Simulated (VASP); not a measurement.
Here is a VASP 6.6.1 calculation.

INCAR

```
SYSTEM = MgO
  PREC = Accurate
  ENCUT = 600
  EDIFF = 1E-7
  ISMEAR = 0
  SIGMA = 0.02
  LREAL = .FALSE.
  LASPH = .TRUE.
  NELM = 120
  ALGO = Normal
  ISIF = 3
  LWAVE = .FALSE.
  LCHARG = .FALSE.
  GGA = PE
  IVDW = 12
  IBRION = 2
  NSW = 100
  EDIFFG = -0.002
  GGA_COMPAT = .FALSE.
  NELMIN = 4
```

Contents of KPOINTS:

```
regular mesh
0
G
  10 10 10
  0 0 0
```

POSCAR

```
MgO
1.0
    0.0000000000      2.1050000000      2.1050000000
    2.1050000000      0.0000000000      2.1050000000
    2.1050000000      2.1050000000      0.0000000000
Mg O
1 1
Direct
    0.0000000000      0.0000000000      0.0000000000
    0.5000000000      0.5000000000      0.5000000000
```

Potentials or basis: VASP PAW PBE potentials, release 64 (Mg, O).

Launch:

```sh
$ cat potpaw_PBE.64/Mg/POTCAR potpaw_PBE.64/O/POTCAR > POTCAR
$ mpirun -np 1 vasp_std > vasp.out
```

(1) Predict the dispersion energy per atom.

(2) What does it give for the relaxed volume?

Answers

(1) -0.296 eV.

(2) 9.26 Å³/atom.
